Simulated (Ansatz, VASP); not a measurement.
## GaSb in VASP and in Ansatz

File INCAR:

```
PREC     = Accurate       # precision mode
ENCUT    = 520            # plane-wave cutoff, eV
EDIFF    = 1E-6           # SCF threshold, eV
ISMEAR   = 0              # smearing method
SIGMA    = 0.15           # smearing width, eV
LREAL    = False          # projectors in reciprocal space
LASPH    = True           # aspherical terms in the spheres
NELM     = 60             # most SCF steps
ALGO     = Normal         # electronic algorithm
ISIF     = 2              # what is computed and relaxed
LWAVE    = False          # write WAVECAR
LCHARG   = False          # write CHGCAR
GGA      = PE             # functional
NBANDS   = 16             # bands
```

File KPOINTS:

```
regular mesh
0
Gamma
  16 16 16
```

File POSCAR:

```
GaSb
1.0
    0.0000000000      3.2292859403      2.7448930492
    3.2292859403      0.0000000000      2.7448930492
    3.2292859403      3.2292859403      0.0000000000
Ga Sb
1 1
Direct
    0.0000000000      0.0000000000      0.0000000000
    0.7500000000      0.7500000000      0.7500000000
```

Input for Ansatz:

```yaml
crystal:
  lattice:
    - [0.0, 3.2292859403, 2.7448930492]
    - [3.2292859403, 0.0, 2.7448930492]
    - [3.2292859403, 3.2292859403, 0.0]
  atoms:
    - { symbol: Ga, position: [0.0, 0.0, 0.0] }
    - { symbol: Sb, position: [0.75, 0.75, 0.75] }
basis:
  ecutwfc: 420
kpoints:
  mp_grid: { grid: [16, 16, 16] }
hamiltonian:
  xc: pbe
scf:
  occupations: { method: gaussian, width: 0.15 }
output:
  forces: true
  stress: true
  eigenvalues: true
```

Alike in both runs: task single point; functional PBE; k mesh 16 × 16 × 16; occupations gaussian, width 0.15 eV; no spin polarisation.

|  | VASP | Ansatz |
| --- | --- | --- |
| version | VASP 6.6.1 | Ansatz 0.2.0 |
| potentials or method | VASP PAW PBE potentials, release 64 (Ga_d, Sb), cutoff 520 eV | scalar-relativistic, plane waves, PAW |
| valence electrons in the cell | 18 | 28 |

VASP gave:

- gap on the k mesh at the Fermi level (eV): none
- pressure (GPa): 2.0
- traceless stress, the component that is largest in VASP (GPa): 3.03

Question: Estimate Ansatz's values.

Answer: gap on the k mesh at the Fermi level (eV): none; pressure (GPa): 2.0; traceless stress, the component that is largest in VASP (GPa): 3.05.

A gap of «none» marks a metal or a gap that the smearing closes. VASP's potentials hold 18 valence electrons a cell and Ansatz's 28, so a difference there can come from the potentials and not from the codes.

Spin-orbit coupling is off throughout.
